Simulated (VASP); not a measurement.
# Ni (P6/mmm) in VASP: notebook, part 2 of 2

VASP 6.6.1. The steps go on from the part before.

## 3. Single point, r2SCAN, collinear spin, ferromagnetic start

This run uses another cell than the first one: it holds 3 atoms, not 4.

POSCAR

```
Ni
1.0
    4.1129699552      0.0000000000      0.0000000000
   -2.0564849776      3.5619364662      0.0000000000
    0.0000000000      0.0000000000      2.5214294073
Ni
3
Direct
    0.0000000000      0.0000000000      0.0000000000
    0.3333333333      0.6666666667      0.5000000000
    0.6666666667      0.3333333333      0.5000000000
```

INCAR.step1

```
SYSTEM = Ni
PREC = Accurate ; ENCUT = 520
ISMEAR = 0 ; SIGMA = 0.1
LREAL = .False. ; LASPH = .True.
NELM = 150 ; ISPIN = 2
MAGMOM = 2 2 2 ; LMAXMIX = 4
NBANDS = 26 ; GGA = PE
ALGO = Normal ; EDIFF = 1E-4
LWAVE = .True. ; LCHARG = .False.
```

INCAR.step2

```
SYSTEM = Ni
PREC = Accurate ; ENCUT = 520
EDIFF = 1E-6 ; ISMEAR = 0
SIGMA = 0.1 ; LREAL = .False.
LASPH = .True. ; NELM = 150
ALGO = Normal ; ISIF = 2
LWAVE = .False. ; LCHARG = .False.
ISPIN = 2 ; MAGMOM = 2 2 2
LORBIT = 11 ; LMAXMIX = 4
METAGGA = R2SCAN ; LMIXTAU = .True.
NBANDS = 26 ; ISTART = 1
```

KPOINTS

```
Automatic mesh
0
Gamma
  6 6 8
  0 0 0
```

Potentials or basis: VASP PAW PBE potentials, release 64 (Ni).

Run with:

```console
$ cat potpaw_PBE.64/Ni/POTCAR > POTCAR
$ cp INCAR.step1 INCAR
$ mpirun -np 1 vasp_std > vasp.out
$ cp INCAR.step2 INCAR
$ mpirun -np 1 vasp_std > vasp.out
```

OUTCAR:

```text
SYSTEM = Ni
   PREC = Accurate
   ENCUT = 520
   EDIFF = 1E-6
   ISMEAR = 0
   LREAL = .False.
   LASPH = .True.
   NELM = 150
   ISIF = 2
   ISPIN = 2
   LORBIT = 11
   METAGGA = R2SCAN
   ISTART = 1

 ion  position               nearest neighbor table
   1  0.000  0.000  0.000-   2 2.69   3 2.69   2 2.69   3 2.69   2 2.69   2 2.69   3 2.69   3 2.69
                             3 2.69   3 2.69   2 2.69   2 2.69
   2  0.333  0.667  0.500-   3 2.37   3 2.37   3 2.37   1 2.69   1 2.69   1 2.69   1 2.69   1 2.69
                             1 2.69
   3  0.667  0.333  0.500-   2 2.37   2 2.37   2 2.37   1 2.69   1 2.69   1 2.69   1 2.69   1 2.69
                             1 2.69

  LATTYP: Found a hexagonal cell.
 ALAT       =     4.1129699552
 C/A-ratio  =     0.6130434783

  Lattice vectors:

 A1 = (   4.1129699552,   0.0000000000,   0.0000000000)
 A2 = (  -2.0564849776,   3.5619364662,   0.0000000000)
 A3 = (   0.0000000000,   0.0000000000,   2.5214294073)

Analysis of symmetry for initial positions (statically):
=====================================================================
 Subroutine PRICEL returns:
 Original cell was already a primitive cell.

 Routine SETGRP: Setting up the symmetry group for a
 hexagonal supercell.

 Subroutine GETGRP returns: Found 24 space group operations
 (whereof 24 operations were pure point group operations)
 out of a pool of 24 trial point group operations.

The static configuration has the point symmetry D_6h.

Analysis of symmetry for dynamics (positions and initial velocities):
=====================================================================
 Subroutine PRICEL returns:
 Original cell was already a primitive cell.

 Routine SETGRP: Setting up the symmetry group for a
 hexagonal supercell.

 Subroutine GETGRP returns: Found 24 space group operations
 (whereof 24 operations were pure point group operations)
 out of a pool of 24 trial point group operations.

The dynamic configuration has the point symmetry D_6h.

Analysis of structural, dynamic, and magnetic symmetry:
=====================================================================
 Subroutine PRICEL returns:
 Original cell was already a primitive cell.

 Routine SETGRP: Setting up the symmetry group for a
 hexagonal supercell.

 Subroutine GETGRP returns: Found 24 space group operations
 (whereof 24 operations were pure point group operations)
 out of a pool of 24 trial point group operations.

The overall configuration has the point symmetry D_6h.

 Subroutine INISYM returns: Found 24 space group operations
 (whereof 24 operations are pure point group operations),
 and found     1 'primitive' translations

----------------------------------------------------------------------------------------

                                     Primitive cell

  volume of cell :      36.9393

  direct lattice vectors                    reciprocal lattice vectors
     4.112969955  0.000000000  0.000000000     0.243133310  0.140373082  0.000000000
    -2.056484978  3.561936466  0.000000000     0.000000000  0.280746164  0.000000000
     0.000000000  0.000000000  2.521429407     0.000000000  0.000000000  0.396600435

  length of vectors
     4.112969955  4.112969955  2.521429407     0.280746164  0.280746164  0.396600435

  position of ions in fractional coordinates (direct lattice)
     0.000000000  0.000000000  0.000000000
[... 79 lines left out ...]
   NELM   =    150;   NELMIN=  2; NELMDL=  0     # of ELM steps
   EDIFF  = 0.1E-05   stopping-criterion for ELM
   LREAL  =      F    real-space projection
   EDIFFG = 0.1E-04   stopping-criterion for IOM
   NSW    =      0    number of steps for IOM
   IBRION =     -1    ionic relax: 0-MD 1-quasi-New 2-CG
   NFREE  =      0    steps in history (QN), initial steepest desc. (CG)
   ISIF   =      2    stress and relaxation
   ISYM   =      2    0-nonsym 1-usesym 2-fastsym
   POTIM  = 0.5000    time-step for ionic-motion
   TEBEG  =    0.0;   TEEND  =   0.0 temperature during run
   PSTRESS=    0.0 pullay stress
   NELECT =      30.0000    total number of electrons
   NUPDOWN=      -1.0000    fix difference up-down
   EMIN   =  10.00;   EMAX   =-10.00  energy-range for DOS
   EFERMI =   0.00;   METHOD = LEGACY
   ISMEAR =     0;   SIGMA  =   0.10  broadening in eV -4-tet -1-fermi 0-gaus
   EFERMI_NEDOS =   21; number of points for ismear=-14 and -15
   IALGO  =     38    algorithm
   IMIX   =      4    mixing-type and parameters
     AMIX     =   0.40;   BMIX     =  1.00
     AMIX_MAG =   1.60;   BMIX_MAG =  1.00
  volume/ion in A,a.u.               =      12.31        83.09
  Fermi-wavevector in a.u.,A,eV,Ry     =   1.527399  2.886365 31.741667  2.332947
  Thomas-Fermi vector in A             =   2.635300
   LORBIT       =     11    0 simple, 1 ext, 2 COOP (PROOUT), +10 PAW based schemes
   METAGGA = R2SCAN    functional components
   LHFCALC =     F    Hartree Fock is set to
   AEXX    =    0.0000 exact exchange contribution
   IVDW    =     0    specifies the selected vdW correction
   LEPSILON=     F    determine dielectric tensor
   LRPA    =     F    only Hartree local field effects (RPA)
 spin polarized calculation
 Gauss-broadening in eV      SIGMA  =   0.10
  energy-cutoff  :      520.00
  volume of cell :       36.94
 maximum number of plane-waves:      1042
 NGX is ok and might be reduce to    32

 number of electron      29.9999999 magnetization       2.2116326

 Free energy of the ion-electron system (eV)
  ---------------------------------------------------
  ext. energy  EPLUGINS =         0.00000000
  ---------------------------------------------------
  free energy    TOTEN  =       -35.08741691 eV

  energy without entropy =      -35.06881713  energy(sigma->0) =      -35.07811702

 E-fermi :   7.6747     XC(G=0): -13.5372

 val. band max:        7.6648089638   @ k =   0.1667   0.1667   0.0000
 cond. band min:       7.6863323355   @ k =   0.3333   0.0000   0.5000
 fundamental gap:      0.0215233718
 Fermi energy:         7.6747015678

 spin component 1

 k-point     1 :       0.0000    0.0000    0.0000
  band No.  band energies     occupation
      1      -0.8399      1.00000
      2       3.6205      1.00000
      3       4.5017      1.00000
      4       4.5019      1.00000
      5       4.5101      1.00000
      6       4.5103      1.00000
[... 685 lines left out ...]
     25      23.9330      0.00000
     26      26.5696      0.00000

 [... further k-points ...]

 spin component 2

 k-point     1 :       0.0000    0.0000    0.0000
  band No.  band energies     occupation
      1      -1.0974      1.00000
      2       4.3545      1.00000
      3       5.2616      1.00000
      4       5.2617      1.00000
      5       5.3922      1.00000
      6       5.3923      1.00000
[... 685 lines left out ...]
     25      24.1590      0.00000
     26      26.6973      0.00000

 [... further k-points ...]

------------------------ aborting loop because EDIFF is reached ----------------------------------------

  FORCE on cell =-STRESS in cart. coord.  units (eV):
  Direction    XX          YY          ZZ          XY          YZ          ZX
  --------------------------------------------------------------------------------------
  -------------------------------------------------------------------------------------
  Total       -4.6838132     -4.6838132     -4.6680125      0.0000000     -0.0000000      0.0000000
  in kB     -203.1522462   -203.1522462   -202.4669178      0.0000000     -0.0000000      0.0000000
  external PRESSURE =    -202.9238034 kB  Pullay stress =       0.0000000 kB

 VOLUME and BASIS-vectors are now :
 -----------------------------------------------------------------------------
  energy-cutoff  :      520.00
  volume of cell :       36.94
      direct lattice vectors                 reciprocal lattice vectors
     4.112969955  0.000000000  0.000000000     0.243133310  0.140373082  0.000000000
    -2.056484978  3.561936466  0.000000000     0.000000000  0.280746164  0.000000000
     0.000000000  0.000000000  2.521429407     0.000000000  0.000000000  0.396600435

 POSITION                                       TOTAL-FORCE (eV/Angst)
 -----------------------------------------------------------------------------------
      0.00000      0.00000      0.00000         0.000000      0.000000      0.000000
     -0.00000      2.37462      1.26071        -0.000000      0.000000     -0.000000
      2.05648      1.18731      1.26071        -0.000000     -0.000000      0.000000
 -----------------------------------------------------------------------------------
    total drift:                               -0.000000      0.000000     -0.000000

  FREE ENERGIE OF THE ION-ELECTRON SYSTEM (eV)
  ---------------------------------------------------
  free  energy   TOTEN  =       -35.0874169099 eV

  energy  without entropy=      -35.0688171343  energy(sigma->0) =      -35.07811702

 total charge

# of ion       s       p       d       tot
------------------------------------------
    1        0.446   0.403   8.256   9.105
    2        0.479   0.422   8.299   9.201
    3        0.479   0.422   8.299   9.201
--------------------------------------------------
tot          1.405   1.248  24.854  27.507

 magnetization (x)

# of ion       s       p       d       tot
------------------------------------------
    1       -0.005  -0.036   0.829   0.787
    2       -0.013  -0.039   0.820   0.769
    3       -0.013  -0.039   0.820   0.769
--------------------------------------------------
tot         -0.030  -0.115   2.470   2.324
```

Wall time 2.7 min (1 thread of Intel Xeon Platinum 8375C at 2.90GHz (Ice Lake), shared host); peak memory 0.2 GiB.

Results:

```
Free energy                                           : -35.0874 eV
Pressure                                              : -20.3 GPa
Net moment                                            : 2.21 μB per cell
Site moments                                          : Ni +0.79, +0.77 (each value once) μB
Valence electrons inside the program's atomic spheres : Ni 9.11, 9.20 (each value once)
```

Caveat: the cell stands under tension; the PAW data sets were made with another functional, which shifts forces and pressure a little.
